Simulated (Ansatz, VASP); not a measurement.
## One calculation of MgO, two programs

POSCAR

```
MgO
1.0
    3.2855864049      0.0000000000      0.0000000000
   -1.6427932025      2.8454012930      0.0000000000
    0.0000000000      0.0000000000      4.9494385035
Mg O
2 2
Direct
    0.6666666667      0.3333333333      0.5021597400
    0.3333333333      0.6666666667      0.0021597400
    0.6666666667      0.3333333333      0.9024402600
    0.3333333333      0.6666666667      0.4024402600
```

INCAR.step1

```
SYSTEM = MgO
  ALGO = Normal
  EDIFF = 1E-4
  ENCUT = 520
  GGA = PE
  ISMEAR = -1
  LASPH = .TRUE.
  LCHARG = .FALSE.
  LREAL = .FALSE.
  LWAVE = .TRUE.
  NBANDS = 16
  NELM = 80
  PREC = Accurate
  SIGMA = 0.05
```

INCAR.step2

```
SYSTEM = MgO
  ALGO = Normal
  EDIFF = 1E-7
  ENCUT = 520
  ISIF = 2
  ISMEAR = -1
  ISTART = 1
  LASPH = .TRUE.
  LCHARG = .FALSE.
  LMIXTAU = .TRUE.
  LREAL = .FALSE.
  LWAVE = .FALSE.
  METAGGA = R2SCAN
  NBANDS = 16
  NELM = 80
  PREC = Accurate
  SIGMA = 0.05
```

The input KPOINTS:

```
k-points
0
G
  9 9 6
  0 0 0
```

File input.yaml:

```yaml
crystal:
  lattice:
    - [3.2855864049, 0.0, 0.0]
    - [-1.6427932025, 2.845401293, 0.0]
    - [0.0, 0.0, 4.9494385035]
  atoms:
    - { symbol: Mg, position: [0.6666666667, 0.3333333333, 0.50215974] }
    - { symbol: Mg, position: [0.3333333333, 0.6666666667, 0.00215974] }
    - { symbol: O, position: [0.6666666667, 0.3333333333, 0.90244026] }
    - { symbol: O, position: [0.3333333333, 0.6666666667, 0.40244026] }
hamiltonian:
  xc: r2scan
  pseudopotentials: { kind: paw }
kpoints:
  mp_grid: { grid: [9, 9, 6] }
scf:
  occupations: { method: fermi_dirac, width: 0.05 }
output:
  forces: true
  stress: true
  eigenvalues: true
```

Alike in both runs: task single point; functional r2SCAN; k mesh 9 × 9 × 6; occupations fermi-dirac, width 0.05 eV; no spin polarisation.

```csv
,VASP,Ansatz
version,VASP 6.6.1,Ansatz 0.2.0
potentials or method,"VASP PAW PBE potentials, release 64 (Mg, O)",Ansatz PAW
plane-wave cutoff (eV),520,500
valence electrons in the cell,16,32
```

Ansatz gave:

| Quantity | Value |
| --- | --- |
| gap on the k mesh at the Fermi level (eV) | 4.26 |
| least direct gap on the mesh (eV) | 4.26 |
| pressure (GPa) | 2.1 |
| traceless stress, the component that is largest in VASP (GPa) | -0.06 |
| rms of the force components (eV/Å) | 0.003 |

Question: Which values does VASP return?

Answer: gap on the k mesh at the Fermi level (eV): 4.25; least direct gap on the mesh (eV): 4.25; pressure (GPa): 1.5; traceless stress, the component that is largest in VASP (GPa): -0.01; rms of the force components (eV/Å): 0.004.

VASP's potentials were made for PBE, not for r2SCAN. Atom by atom the forces differ by 0.001 eV/Å (rms over components). VASP's potentials hold 16 valence electrons a cell and Ansatz's 32, so a difference there can come from the potentials and not from the codes.

Noted on Ansatz's run: odd divisions of the mesh miss points on the zone boundary, where band edges often lie, so the gap on the mesh can be too wide.
